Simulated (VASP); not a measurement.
# AlNi (C2/m) in VASP: settings compared

Aim: see how the results for AlNi move with the level of theory and the settings. Levels: LDA, PBEsol, r2SCAN, PBE. Tasks: single point.

All numbers are computed with VASP 6.6.1; they aren't measurements. Logs are shortened: lines on timing, memory, paths and dates and some standing lists are left out, and cuts for length are marked.

**1. The cell of the first run**

It takes space group C2/m (No. 12, monoclinic). Conventional cell: a = 4.692 Å, b = 2.844 Å, c = 4.192 Å, α = 90.00°, β = 109.27°, γ = 90.00°. Within 3.3 Å of Ni (site symmetry 2/m) lie 6 Al at 2.53 to 2.58 Å and 6 Ni at 2.74 to 2.84 Å. Al (site symmetry 2/m) has 6 Ni at 2.53 to 2.58 Å and 6 Al at 2.74 to 2.84 Å within 3.3 Å.

**2. Single point, LDA, collinear spin, ferromagnetic start**

File INCAR:

```
SYSTEM = AlNi
PREC = Accurate
ENCUT = 520
EDIFF = 1E-6
ISMEAR = -1
SIGMA = 0.05
LREAL = .FALSE.
LASPH = .TRUE.
NELM = 150
ALGO = Normal
ISIF = 2
LWAVE = .FALSE.
LCHARG = .TRUE.
ISPIN = 2
MAGMOM = 1 0
LORBIT = 11
LMAXMIX = 4
GGA = CA
LELF = .TRUE.
LVHAR = .TRUE.
NBANDS = 18
```

File KPOINTS:

```
regular mesh
0
G
  11 11 7
  0 0 0
```

File POSCAR:

```
AlNi
1.0
    2.3458038479     -1.4220336112      0.0000000000
    2.3458038479      1.4220336112      0.0000000000
   -1.3830548326      0.0000000000      3.9569521865
Ni Al
1 1
Direct
    0.5000000000      0.5000000000      0.5000000000
    0.0000000000      0.0000000000      0.0000000000
```

Potentials or basis: VASP PAW LDA potentials, release 64 (Ni, Al).

Launch:

```sh
$ cat potpaw_LDA.64/Ni/POTCAR potpaw_LDA.64/Al/POTCAR > POTCAR
$ mpirun -np 1 vasp_std > vasp.out
```

OUTCAR:

```text
SYSTEM = AlNi
   PREC = Accurate
   ENCUT = 520
   EDIFF = 1E-6
   ISMEAR = -1
   LREAL = .FALSE.
   LASPH = .TRUE.
   NELM = 150
   ISIF = 2
   ISPIN = 2
   LORBIT = 11
   GGA = CA

 ion  position               nearest neighbor table
   1  0.500  0.500  0.500-   2 2.53   2 2.53   2 2.53   2 2.53   2 2.58   2 2.58
   2  0.000  0.000  0.000-   1 2.53   1 2.53   1 2.53   1 2.53   1 2.58   1 2.58

  LATTYP: Found a base centered monoclinic cell.
 ALAT       =     4.6916076958
 B/A-ratio  =     0.6062031199
 C/A-ratio  =     0.8934454424
 COS(beta)  =    -0.3299511685

  Lattice vectors:

 A1 = (   2.3458038479,  -1.4220336112,   0.0000000000)
 A2 = (   2.3458038479,   1.4220336112,   0.0000000000)
 A3 = (  -1.3830548326,   0.0000000000,   3.9569521865)

Analysis of symmetry for initial positions (statically):
=====================================================================
 Subroutine PRICEL returns:
 Original cell was already a primitive cell.

 Routine SETGRP: Setting up the symmetry group for a
 base centered monoclinic supercell.

 Subroutine GETGRP returns: Found  4 space group operations
 (whereof  4 operations were pure point group operations)
 out of a pool of  4 trial point group operations.

The static configuration has the point symmetry C_2h.

Analysis of symmetry for dynamics (positions and initial velocities):
=====================================================================
 Subroutine PRICEL returns:
 Original cell was already a primitive cell.

 Routine SETGRP: Setting up the symmetry group for a
 base centered monoclinic supercell.

 Subroutine GETGRP returns: Found  4 space group operations
 (whereof  4 operations were pure point group operations)
 out of a pool of  4 trial point group operations.

The dynamic configuration has the point symmetry C_2h.

Analysis of structural, dynamic, and magnetic symmetry:
=====================================================================
 Subroutine PRICEL returns:
 Original cell was already a primitive cell.

 Routine SETGRP: Setting up the symmetry group for a
 base centered monoclinic supercell.

 Subroutine GETGRP returns: Found  4 space group operations
 (whereof  4 operations were pure point group operations)
 out of a pool of  4 trial point group operations.

The overall configuration has the point symmetry C_2h.

 Subroutine INISYM returns: Found  4 space group operations
 (whereof  4 operations are pure point group operations),
 and found     1 'primitive' translations

----------------------------------------------------------------------------------------

                                     Primitive cell

  volume of cell :      26.3993

  direct lattice vectors                    reciprocal lattice vectors
     2.345803848 -1.422033611  0.000000000     0.213146551 -0.351609129  0.074500109
     2.345803848  1.422033611  0.000000000     0.213146551  0.351609129  0.074500109
    -1.383054833  0.000000000  3.956952187     0.000000000  0.000000000  0.252719758

  length of vectors
     2.743168840  2.743168840  4.191695513     0.417864450  0.417864450  0.252719758

  position of ions in fractional coordinates (direct lattice)
     0.500000000  0.500000000  0.500000000
     0.000000000  0.000000000  0.000000000

  ion indices of the primitive-cell ions
   primitive index   ion index
                 1           1
                 2           2

----------------------------------------------------------------------------------------

 KPOINTS: regular mesh

Automatic generation of k-mesh.
 Grid dimensions read from file:
 generate k-points for:   11   11    7

 Generating k-lattice:

  Cartesian coordinates                     Fractional coordinates (reciprocal lattice)
     0.019376959 -0.031964466  0.006772737     0.090909091  0.000000000  0.000000000
     0.019376959  0.031964466  0.006772737     0.000000000  0.090909091  0.000000000
     0.000000000  0.000000000  0.036102823     0.000000000  0.000000000  0.142857143

  Length of vectors
     0.037987677  0.037987677  0.036102823

  Shift w.r.t. Gamma in fractional coordinates (k-lattice)
     0.000000000  0.000000000  0.000000000

 Subroutine IBZKPT returns following result:
 ===========================================

 Found    234 irreducible k-points:

 Following reciprocal coordinates:
            Coordinates               Weight
  0.000000  0.000000  0.000000      1.000000
  0.090909  0.000000 -0.000000      4.000000
  0.181818  0.000000  0.000000      4.000000
  0.272727  0.000000  0.000000      4.000000
  0.363636  0.000000 -0.000000      4.000000
  0.454545  0.000000  0.000000      4.000000
[... 16 lines left out ...]
 -0.272727  0.181818  0.000000      4.000000
 -0.181818  0.181818  0.000000      2.000000
 [... further k-points ...]
   k-points           NKPTS =    234   k-points in BZ     NKDIM =    234   number of bands    NBANDS=     18
   number of dos      NEDOS =    301   number of ions     NIONS =      2
[... 30 lines left out ...]
   EFERMI =   0.00;   METHOD = LEGACY
   ISMEAR =    -1;   SIGMA  =   0.05  broadening in eV -4-tet -1-fermi 0-gaus
   EFERMI_NEDOS =   21; number of points for ismear=-14 and -15
   IALGO  =     38    algorithm
   IMIX   =      4    mixing-type and parameters
     AMIX     =   0.40;   BMIX     =  1.00
     AMIX_MAG =   1.60;   BMIX_MAG =  1.00
  volume/ion in A,a.u.               =      13.20        89.08
  Fermi-wavevector in a.u.,A,eV,Ry     =   1.292782  2.443003 22.739203  1.671284
  Thomas-Fermi vector in A             =   2.424468
   LORBIT       =     11    0 simple, 1 ext, 2 COOP (PROOUT), +10 PAW based schemes
   GGA     = CA    functional components
   LHFCALC =     F    Hartree Fock is set to
   AEXX    =    0.0000 exact exchange contribution
   IVDW    =     0    specifies the selected vdW correction
   LEPSILON=     F    determine dielectric tensor
   LRPA    =     F    only Hartree local field effects (RPA)
 spin polarized calculation
  energy-cutoff  :      520.00
  volume of cell :       26.40
 maximum number of plane-waves:       730
   NGX = 11   NGY = 11   NGZ = 15

 number of electron      12.9999997 magnetization      -0.0017999

 number of electron      12.9999997 magnetization       0.0008461

 Free energy of the ion-electron system (eV)
  ---------------------------------------------------
  ext. energy  EPLUGINS =         0.00000000
  ---------------------------------------------------
  free energy    TOTEN  =       -11.50692334 eV

  energy without entropy =      -11.49922690  energy(sigma->0) =      -11.50307512

 E-fermi :   8.3628     XC(G=0): -11.8229

 val. band max:        8.3518962420   @ k =  -0.4545   0.1818   0.1429
 cond. band min:       8.3680140535   @ k =   0.3636   0.0000   0.1429
 fundamental gap:      0.0161178115
 Fermi energy:         8.3628133429

 spin component 1

 k-point     1 :       0.0000    0.0000    0.0000
  band No.  band energies     occupation
      1      -2.0556      1.00000
      2       4.9767      1.00000
      3       6.6337      1.00000
      4       6.8038      1.00000
      5       6.9136      1.00000
      6       7.0666      1.00000
[... 10 lines left out ...]
     17      27.5946      0.00000
     18      28.3172      0.00000
[... 463 lines left out ...]
 k-point    24 :      -0.1818    0.1818    0.0000
  band No.  band energies     occupation
      1       0.3247      1.00000
      2       5.5874      1.00000
      3       5.9176      1.00000
      4       6.1897      1.00000
      5       6.7897      1.00000
      6       7.6133      1.00000
[... 10 lines left out ...]
     17      31.5352      0.00000
     18      32.3059      0.00000

 [... further k-points ...]

 spin component 2

 k-point     1 :       0.0000    0.0000    0.0000
  band No.  band energies     occupation
      1      -2.0556      1.00000
      2       4.9771      1.00000
      3       6.6346      1.00000
      4       6.8038      1.00000
      5       6.9144      1.00000
      6       7.0674      1.00000
[... 10 lines left out ...]
     17      27.5946      0.00000
     18      28.3173      0.00000
[... 463 lines left out ...]
 k-point    24 :      -0.1818    0.1818    0.0000
  band No.  band energies     occupation
      1       0.3247      1.00000
      2       5.5880      1.00000
      3       5.9182      1.00000
      4       6.1905      1.00000
      5       6.7904      1.00000
      6       7.6142      1.00000
[... 10 lines left out ...]
     17      31.5353      0.00000
     18      32.3060      0.00000

 [... further k-points ...]

------------------------ aborting loop because EDIFF is reached ----------------------------------------

  FORCE on cell =-STRESS in cart. coord.  units (eV):
  Direction    XX          YY          ZZ          XY          YZ          ZX
  --------------------------------------------------------------------------------------
  -------------------------------------------------------------------------------------
  Total       -1.9881344     -2.2584430     -2.7478263      0.0000000      0.0000000     -0.1226595
  in kB     -120.6601816   -137.0652498   -166.7659983      0.0000000      0.0000000     -7.4442240
  external PRESSURE =    -141.4971432 kB  Pullay stress =       0.0000000 kB

 VOLUME and BASIS-vectors are now :
 -----------------------------------------------------------------------------
  energy-cutoff  :      520.00
  volume of cell :       26.40
      direct lattice vectors                 reciprocal lattice vectors
     2.345803848 -1.422033611  0.000000000     0.213146551 -0.351609129  0.074500109
     2.345803848  1.422033611  0.000000000     0.213146551  0.351609129  0.074500109
    -1.383054833  0.000000000  3.956952187     0.000000000  0.000000000  0.252719758

 POSITION                                       TOTAL-FORCE (eV/Angst)
 -----------------------------------------------------------------------------------
      1.65428      0.00000      1.97848         0.000000      0.000000      0.000000
      0.00000      0.00000      0.00000        -0.000000     -0.000000      0.000000
 -----------------------------------------------------------------------------------
    total drift:                                0.000000      0.000000      0.000000

  FREE ENERGIE OF THE ION-ELECTRON SYSTEM (eV)
  ---------------------------------------------------
  free  energy   TOTEN  =       -11.5069233401 eV

  energy  without entropy=      -11.4992269016  energy(sigma->0) =      -11.50307512

 total charge

# of ion       s       p       d       tot
------------------------------------------
    1        0.439   0.436   8.418   9.292
    2        0.417   0.390   0.000   0.807
--------------------------------------------------
tot          0.856   0.826   8.418  10.099

 magnetization (x)

# of ion       s       p       d       tot
------------------------------------------
    1       -0.000  -0.000   0.000   0.000
    2       -0.000  -0.000   0.000  -0.000
--------------------------------------------------
tot         -0.000  -0.000   0.000   0.000
```

It took 1.7 min on 1 thread of Intel Xeon Platinum 8488C (Sapphire Rapids), shared host; peak memory 0.26 GiB.

What came out:

```
Free energy                                           : -11.5069 eV
Pressure                                              : -14.1 GPa
Net moment                                            : 0.00 μB per cell
Valence electrons inside the program's atomic spheres : Ni 9.29; Al 0.81
```

Stress tensor (GPa, compression positive):
```
-12.07   0.00  -0.74
  0.00 -13.71   0.00
 -0.74   0.00 -16.68
```

Levels at points of the mesh, in eV from the Fermi level:
Spin up:
```tsv
k point	band 5	band 6	band 7	band 8	band 9	band 10
(0.00, 0.00, 0.00)	-1.45	-1.30	-1.17	2.53	13.02	13.25
```
Spin down:
| k point | band 3 | band 4 | band 5 | band 6 | band 7 | band 8 | band 9 | band 10 | band 11 | band 12 |
| --- | --- | --- | --- | --- | --- | --- | --- | --- | --- | --- |
| (0.00, 0.00, 0.00) | -1.73 | -1.56 | -1.45 | -1.30 | -1.17 | 2.53 | 13.02 | 13.25 | 14.01 | 14.71 |

Caveat: the cell stands under tension; the moments typed at the start vanished in this run.

**3. Single point, PBEsol, collinear spin, ferromagnetic start**

File INCAR:

```
SYSTEM = AlNi
PREC     = Accurate       ! precision mode
ENCUT    = 520            ! plane-wave cutoff, eV
EDIFF    = 1E-7           ! SCF threshold, eV
ISMEAR   = -1             ! smearing method
SIGMA    = 0.05           ! smearing width, eV
LREAL    = .False.        ! projectors in reciprocal space
LASPH    = .True.         ! aspherical terms in the spheres
NELM     = 150            ! most SCF steps
ALGO     = Fast           ! electronic algorithm
ISIF     = 2              ! what is computed and relaxed
LWAVE    = .False.        ! write WAVECAR
LCHARG   = .False.        ! write CHGCAR
ISPIN    = 2              ! spin polarisation
MAGMOM   = 1 0            ! initial moments
LORBIT   = 11             ! projections on sites
LMAXMIX  = 4              ! l up to which the mixer works
GGA      = PS             ! functional
NBANDS   = 18             ! bands
```

File KPOINTS:

```
regular mesh
0
Gamma
  11 11 7
  0 0 0
```

POSCAR is that of step 2.

Potentials or basis: VASP PAW PBE potentials, release 64 (Ni, Al).

Launch:

```sh
$ cat potpaw_PBE.64/Ni/POTCAR potpaw_PBE.64/Al/POTCAR > POTCAR
$ mpirun -np 1 vasp_std > vasp.out
```

Run time: 2.2 min. Hardware: 1 thread of Intel Xeon Platinum 8488C (Sapphire Rapids), shared host; peak memory 0.28 GiB.

It converged, with:

```
Free energy                                           : -10.9850 eV
Pressure                                              : -10.3 GPa
Net moment                                            : 0.00 μB per cell
Valence electrons inside the program's atomic spheres : Ni 9.28; Al 0.79
```

Stress tensor (GPa, compression positive):
```
 -8.75   0.00  -0.71
  0.00 -10.42   0.00
 -0.71   0.00 -11.66
```

Levels at points of the mesh, in eV from the Fermi level:
Spin up:
```tsv
k point	band 5	band 6	band 7	band 8	band 9	band 10
(0.00, 0.00, 0.00)	-1.43	-1.27	-1.15	2.53	13.19	13.25
```
Spin down:
```
           k point  band 5  band 6  band 7  band 8  band 9  band 10
(0.00, 0.00, 0.00)   -1.43   -1.27   -1.15    2.53   13.19    13.25
```

Caveat: the cell stands under tension; the moments typed at the start vanished in this run; the PAW data sets were made with another functional, which shifts forces and pressure a little.

**4. Single point, r2SCAN, collinear spin, ferromagnetic start**

This run uses another cell than the first one, of 11.71 Å³/atom.

File POSCAR:

```
AlNi
1.0
    2.2537151482     -1.3662091541      0.0000000000
    2.2537151482      1.3662091541      0.0000000000
   -1.3287605568      0.0000000000      3.8016149950
Ni Al
1 1
Direct
    0.5000000000      0.5000000000      0.5000000000
    0.0000000000      0.0000000000      0.0000000000
```

File INCAR.step1:

```
  PREC = Accurate
  ENCUT = 520
  ISMEAR = -1
  SIGMA = 0.05
  LREAL = False
  LASPH = True
  NELM = 150
  ISPIN = 2
  MAGMOM = 1 0
  LMAXMIX = 4
  NBANDS = 18
  GGA = PE
  ALGO = Normal
  EDIFF = 1E-4
  LWAVE = True
  LCHARG = False
```

File INCAR.step2:

```
  PREC = Accurate
  ENCUT = 520
  EDIFF = 1E-6
  ISMEAR = -1
  SIGMA = 0.05
  LREAL = False
  LASPH = True
  NELM = 150
  ALGO = Normal
  ISIF = 2
  LWAVE = False
  LCHARG = True
  ISPIN = 2
  MAGMOM = 1 0
  LORBIT = 11
  LMAXMIX = 4
  METAGGA = R2SCAN
  LMIXTAU = True
  LELF = True
  LVHAR = True
  NBANDS = 18
  ISTART = 1
```

File KPOINTS:

```
Automatic mesh
0
Gamma
  11 11 7
```

Launch:

```sh
$ cat potpaw_PBE.64/Ni/POTCAR potpaw_PBE.64/Al/POTCAR > POTCAR
$ cp INCAR.step1 INCAR
$ mpirun -np 1 vasp_std > vasp.out
$ cp INCAR.step2 INCAR
$ mpirun -np 1 vasp_std > vasp.out
```

Run time: 6.4 min. Hardware: 1 thread of Intel Xeon Platinum 8488C (Sapphire Rapids), shared host; peak memory 0.26 GiB.

Results (log left out):

| Quantity | Value |
| --- | --- |
| Free energy | -19.4824 eV |
| Pressure | 7.4 GPa |
| Net moment | 0.00 μB per cell |
| Valence electrons inside the program's atomic spheres | Ni 9.51; Al 0.87 |

Stress tensor (GPa, compression positive):
```
 7.62  0.00 -0.53
 0.00  5.36  0.00
-0.53  0.00  9.32
```

Levels at points of the mesh, in eV from the Fermi level:
Spin up:
```csv
k point,band 3,band 4,band 5,band 6,band 7,band 8,band 9,band 10,band 11,band 12
"(0.00, 0.00, 0.00)",-2.03,-1.96,-1.72,-1.56,-1.43,3.15,14.76,15.81,16.48,16.66
```
Spin down:
```csv
k point,band 3,band 4,band 5,band 6,band 7,band 8,band 9,band 10,band 11,band 12
"(0.00, 0.00, 0.00)",-2.03,-1.96,-1.72,-1.56,-1.43,3.15,14.76,15.81,16.48,16.66
```

Caveat: the cell stands under pressure; the moments typed at the start vanished in this run; the PAW data sets were made with another functional, which shifts forces and pressure a little.

**5. Single point, PBE, collinear spin, ferromagnetic start (11.71 Å³/atom)**

This run uses another cell than the first one, of 11.71 Å³/atom.

File INCAR:

```
SYSTEM = AlNi
PREC     = Accurate       ! precision mode
ENCUT    = 520            ! plane-wave cutoff, eV
EDIFF    = 1E-6           ! SCF threshold, eV
ISMEAR   = -1             ! smearing method
SIGMA    = 0.05           ! smearing width, eV
LREAL    = .False.        ! projectors in reciprocal space
LASPH    = .True.         ! aspherical terms in the spheres
NELM     = 150            ! most SCF steps
ALGO     = Normal         ! electronic algorithm
ISIF     = 2              ! what is computed and relaxed
LWAVE    = .False.        ! write WAVECAR
LCHARG   = .True.         ! write CHGCAR
ISPIN    = 2              ! spin polarisation
MAGMOM   = 1 0            ! initial moments
LORBIT   = 11             ! projections on sites
LMAXMIX  = 4              ! l up to which the mixer works
GGA      = PE             ! functional
LELF     = .True.         ! ELF
LVHAR    = .True.       
NBANDS   = 18             ! bands
```

File KPOINTS:

```
Automatic mesh
0
Gamma
  11 11 7
  0 0 0
```

POSCAR is that of step 4.

Launch:

```sh
$ cat potpaw_PBE.64/Ni/POTCAR potpaw_PBE.64/Al/POTCAR > POTCAR
$ mpirun -np 1 vasp_std > vasp.out
```

It took 4.6 min on 1 thread of Intel Xeon Platinum 8175M at 2.50GHz (Skylake/Cascade Lake), shared host; peak memory 0.26 GiB.

It converged, with:

```yaml
Free_energy: -9.9760 eV
Pressure: 12.9 GPa
Net_moment: 0.00 μB per cell
Valence_electrons_inside_the_program's_atomic_spheres: Ni 9.46; Al 0.86
```

Stress tensor (GPa, compression positive):
```
13.16  0.00 -0.66
 0.00 10.94  0.00
-0.66  0.00 14.56
```

Levels at points of the mesh, in eV from the Fermi level:
Spin up:
| k point | band 5 | band 6 | band 7 | band 8 | band 9 | band 10 |
| --- | --- | --- | --- | --- | --- | --- |
| (0.00, 0.00, 0.00) | -1.68 | -1.49 | -1.35 | 2.93 | 14.01 | 14.70 |
Spin down:
| k point | band 5 | band 6 | band 7 | band 8 | band 9 | band 10 |
| --- | --- | --- | --- | --- | --- | --- |
| (0.00, 0.00, 0.00) | -1.68 | -1.48 | -1.35 | 2.93 | 14.01 | 14.70 |

Caveat: the cell stands under pressure; the moments typed at the start vanished in this run.

**6. Summary**

```csv
level,potentials or basis,cell,gap on the mesh (eV),pressure (GPa),moment (μB)
LDA,"VASP PAW LDA potentials, release 64 (Ni, Al)","a = 2.743, b = 2.743, c = 4.192 Å, angles 106.4, 106.4, 62.4°, 2 atoms",none,-14.1,0.00
PBEsol,"VASP PAW PBE potentials, release 64 (Ni, Al)","a = 2.743, b = 2.743, c = 4.192 Å, angles 106.4, 106.4, 62.4°, 2 atoms",none,-10.3,0.00
r2SCAN,"VASP PAW PBE potentials, release 64 (Ni, Al)","a = 2.635, b = 2.635, c = 4.027 Å, angles 106.4, 106.4, 62.4°, 2 atoms",none,7.4,0.00
PBE,"VASP PAW PBE potentials, release 64 (Ni, Al)","a = 2.635, b = 2.635, c = 4.027 Å, angles 106.4, 106.4, 62.4°, 2 atoms",none,12.9,0.00
```

Alike in all rows: task single point; spin collinear, ferromagnetic start; k mesh 11 × 11 × 7; cutoff (eV) 520; smearing fermi-dirac 0.05 eV.

Caveats: the moments typed at the start vanished in this run; the cell stands under tension (at least some runs); the PAW data sets were made with another functional, which shifts forces and pressure a little (at least some runs); the cell stands under pressure (at least some runs).

Absolute energies hang on the potentials; compare differences alone.

The gap in the log of VASP goes by the Fermi energy; the results here count the filled bands.